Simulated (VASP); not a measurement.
Si4Ru, 5 atoms in the cell. It takes space group I4/m (No. 87, tetragonal). Conventional cell: a = 5.842 Å, b = 5.842 Å, c = 3.988 Å, α = 90.00°, β = 90.00°, γ = 90.00°. Si (site symmetry m) has 3 Ru at 2.55 to 2.73 Å and 9 Si at 2.62 to 2.76 Å within 3.4 Å. Within 3.4 Å of Ru (site symmetry 4/m) lie 12 Si at 2.55 to 2.73 Å. The cell was built from a structure type or drawn by symmetry, and may not be a known phase.

| Property | Result |
| --- | --- |
| Program | VASP 6.6.1 |
| Task | single point |
| Functional | PBE |
| Potentials or basis | VASP PAW PBE potentials, release 64 (Si, Ru_pv) |
| Cutoff | 500 eV |
| k mesh | 5 × 5 × 5 |
| Occupations | gaussian, width 0.2 eV |
| Spin | no spin polarisation |
| Dipole correction | no |
| Further INCAR settings | ALGO = Normal; EDIFF = 1e-06; NBANDS = 23 |

Potentials or basis: VASP PAW PBE potentials, release 64 (Si, Ru_pv).

Launch:

```bash
$ cat potpaw_PBE.64/Si/POTCAR potpaw_PBE.64/Ru_pv/POTCAR > POTCAR
$ mpirun -np 1 vasp_std > vasp.out
```

Hardware: 1 thread of AMD EPYC 9R45 96-Core Processor (Zen 5), with other jobs on the host.

Problem. Estimate the wall time of this run.

Solution. Wall time 21 s on 1 thread of AMD EPYC 9R45 96-Core Processor (Zen 5), with other jobs on the host, peak memory 0.18 GiB. Counts: scf iterations 13, k points 21.
